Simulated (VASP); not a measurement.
# Tc (P6_3/mmc) in VASP: further runs, part 2 of 2

VASP 6.6.1. The steps go on from the part before.

## 5. Single point, PBEsol+D3(BJ)

This run uses another cell than the first one, of 14.25 Å³/atom, 1.034 times its volume.

INCAR reads:

```
SYSTEM = Tc
  PREC = Accurate
  ENCUT = 520
  EDIFF = 1E-7
  ISMEAR = -1
  SIGMA = 0.05
  LREAL = .False.
  LASPH = .True.
  NELM = 80
  ALGO = Fast
  ISIF = 2
  LWAVE = .False.
  LCHARG = .True.
  GGA = PS
  IVDW = 12
  LELF = .True.
  LVHAR = .True.
  NBANDS = 34
```

KPOINTS reads:

```
regular mesh
0
Gamma
  11 11 3
  0 0 0
```

POSCAR reads:

```
Tc
1.0
    2.7393552909      0.0000000000      0.0000000000
   -1.3696776454      2.3723512719      0.0000000000
    0.0000000000      0.0000000000      8.7696844400
Tc
4
Direct
    0.6666666667      0.3333333333      0.7500000000
    0.0000000000      0.0000000000      0.5000000000
    0.3333333333      0.6666666667      0.2500000000
    0.0000000000      0.0000000000      0.0000000000
```

Potentials or basis: VASP PAW PBE potentials, release 64 (Tc_pv).

The run is started by

```
$ cat potpaw_PBE.64/Tc_pv/POTCAR > POTCAR
$ mpirun -np 1 vasp_std > vasp.out
```

OUTCAR:

```text
SYSTEM = Tc
   PREC = Accurate
   ENCUT = 520
   EDIFF = 1E-7
   ISMEAR = -1
   LREAL = .False.
   LASPH = .True.
   NELM = 80
   ISIF = 2
   GGA = PS
   IVDW = 12
 IVDW          = 12

 ion  position               nearest neighbor table
   1  0.667  0.333  0.750-   2 2.70   4 2.70   2 2.70   4 2.70   2 2.70   4 2.70
   2  0.000  0.000  0.500-   1 2.70   3 2.70   3 2.70   1 2.70   1 2.70   3 2.70
   3  0.333  0.667  0.250-   2 2.70   4 2.70   2 2.70   4 2.70   2 2.70   4 2.70
   4  0.000  0.000  0.000-   1 2.70   3 2.70   3 2.70   1 2.70   1 2.70   3 2.70

  LATTYP: Found a hexagonal cell.
 ALAT       =     2.7393552909
 C/A-ratio  =     3.2013680259

  Lattice vectors:

 A1 = (   2.7393552909,   0.0000000000,   0.0000000000)
 A2 = (  -1.3696776454,   2.3723512719,   0.0000000000)
 A3 = (   0.0000000000,   0.0000000000,   8.7696844400)

Analysis of symmetry for initial positions (statically):
=====================================================================
 Subroutine PRICEL returns:
 Original cell was already a primitive cell.

 Routine SETGRP: Setting up the symmetry group for a
 hexagonal supercell.

 Subroutine GETGRP returns: Found 24 space group operations
 (whereof 12 operations were pure point group operations)
[... 174 lines left out ...]
 fundamental gap:      0.0339753548
 Fermi energy:        12.6411033378

 k-point     1 :       0.0000    0.0000    0.0000
  band No.  band energies     occupation
      1     -26.8466      2.00000
      2     -26.2350      2.00000
      3     -26.1368      2.00000
      4     -25.7076      2.00000
      5     -25.7076      2.00000
      6     -25.6197      2.00000
[... 877 lines left out ...]
     33      14.9588      0.00000
     34      15.5365      0.00000

 [... further k-points ...]

------------------------ aborting loop because EDIFF is reached ----------------------------------------

 Edisp (eV)   -2.47799

 E8    (eV) :    -1.7074

  FORCE on cell =-STRESS in cart. coord.  units (eV):
  Direction    XX          YY          ZZ          XY          YZ          ZX
  --------------------------------------------------------------------------------------
  -------------------------------------------------------------------------------------
  Total      -4.81560    -4.81560    -4.20549    -0.00000     0.00000     0.00000
  in kB    -135.37842  -135.37842  -118.22675    -0.00000     0.00000     0.00000
  external pressure =     -129.66 kB  Pullay stress =        0.00 kB

 VOLUME and BASIS-vectors are now :
 -----------------------------------------------------------------------------
  energy-cutoff  :      520.00
  volume of cell :       56.99
      direct lattice vectors                 reciprocal lattice vectors
     2.739355291  0.000000000  0.000000000     0.365049398  0.210761368  0.000000000
    -1.369677645  2.372351272  0.000000000     0.000000000  0.421522736  0.000000000
     0.000000000  0.000000000  8.769684440     0.000000000  0.000000000  0.114029188

 POSITION                                       TOTAL-FORCE (eV/Angst)
 -----------------------------------------------------------------------------------
      1.36968      0.79078      6.57726         0.000000      0.000000     -0.000000
      0.00000      0.00000      4.38484        -0.000000      0.000000      0.000000
     -0.00000      1.58157      2.19242        -0.000000     -0.000000      0.000000
      0.00000      0.00000      0.00000        -0.000000      0.000000      0.000000
 -----------------------------------------------------------------------------------
    total drift:                                0.000000     -0.000000      0.000000

  FREE ENERGIE OF THE ION-ELECTRON SYSTEM (eV)
  ---------------------------------------------------
  free  energy   TOTEN  =       -47.5289305555 eV

  energy  without entropy=      -47.5038482106  energy(sigma->0) =      -47.51638938
```

OSZICAR:

```text
N       E                     dE             d eps       ncg     rms          rms(c)
DAV:   1     0.712592565234E+03    0.71259E+03   -0.31423E+04  2352   0.160E+03
DAV:   2    -0.219659755128E+02   -0.73456E+03   -0.71596E+03  2370   0.490E+02
DAV:   3    -0.480327600858E+02   -0.26067E+02   -0.25311E+02  2576   0.103E+02
DAV:   4    -0.484491485687E+02   -0.41639E+00   -0.41147E+00  2482   0.130E+01
DAV:   5    -0.484543623213E+02   -0.52138E-02   -0.52103E-02  2412   0.137E+00    0.359E+01
RMM:   6    -0.453993799595E+02    0.30550E+01   -0.66172E+00  2178   0.168E+01    0.115E+01
RMM:   7    -0.450588302106E+02    0.34055E+00   -0.26635E+00  2265   0.902E+00    0.125E+00
RMM:   8    -0.450665694891E+02   -0.77393E-02   -0.23937E-01  2496   0.276E+00    0.116E+00
RMM:   9    -0.450514179024E+02    0.15152E-01   -0.50702E-02  2537   0.117E+00    0.703E-01
RMM:  10    -0.450510054515E+02    0.41245E-03   -0.11058E-02  2694   0.458E-01    0.941E-02
RMM:  11    -0.450509685735E+02    0.36878E-04   -0.16367E-03  2690   0.211E-01    0.510E-02
RMM:  12    -0.450509435827E+02    0.24991E-04   -0.33048E-04  2731   0.963E-02    0.157E-02
RMM:  13    -0.450509397839E+02    0.37988E-05   -0.68870E-05  2670   0.468E-02    0.522E-03
RMM:  14    -0.450509412669E+02   -0.14830E-05   -0.15013E-05  2926   0.200E-02    0.876E-04
RMM:  15    -0.450509415248E+02   -0.25785E-06   -0.23168E-06  2735   0.886E-03    0.141E-03
RMM:  16    -0.450509416288E+02   -0.10405E-06   -0.60156E-07  2141   0.530E-03    0.763E-04
RMM:  17    -0.450509417159E+02   -0.87088E-07   -0.14400E-07  1615   0.256E-03
   1 F= -.47528931E+02 E0= -.47516389E+02  d E =-.250823E-01
```

It took 37 s on 1 thread of Intel Xeon 6975P-C (Granite Rapids), shared host; peak memory 0.2 GiB.

What came out:

| Property | Result |
| --- | --- |
| Free energy | -47.5289 eV |
| Pressure | -13.0 GPa |
| Band gap on the k mesh | zero (band 26 reaches 14.38 eV, above the bottom of band 27 at 11.49 eV) |
| Dispersion energy per atom | -0.619 eV |

Caveat: three body term missing; the PAW data sets were made with another functional, which shifts forces and pressure a little; pairwise dispersion overbinds metals, which lowers pressure and volume.

## 6. Overview

```csv
level,cell,gap on the mesh (eV),pressure (GPa)
PBEsol+D3(BJ),"a = 2.705, b = 2.705, c = 8.701 Å, angles 90.0, 90.0, 120.0°, 4 atoms",none,-2.6
PBEsol+D4,"a = 2.710, b = 2.710, c = 8.717 Å, angles 90.0, 90.0, 120.0°, 4 atoms",none,-0.8
PBEsol,"a = 2.720, b = 2.720, c = 8.748 Å, angles 90.0, 90.0, 120.0°, 4 atoms",none,-0.7
PBEsol+D3(BJ),"a = 2.739, b = 2.739, c = 8.770 Å, angles 90.0, 90.0, 120.0°, 4 atoms",none,-13.0
```

Alike in all rows: task single point; potentials or basis VASP PAW PBE potentials, release 64 (Tc_pv); no spin polarisation; k mesh 11 × 11 × 3; cutoff (eV) 520; smearing fermi-dirac 0.05 eV.

Caveats: the PAW data sets were made with another functional, which shifts forces and pressure a little; pairwise dispersion overbinds metals, which lowers pressure and volume (some runs); three body term missing (some runs).

Absolute energies hang on the potentials; compare differences alone.
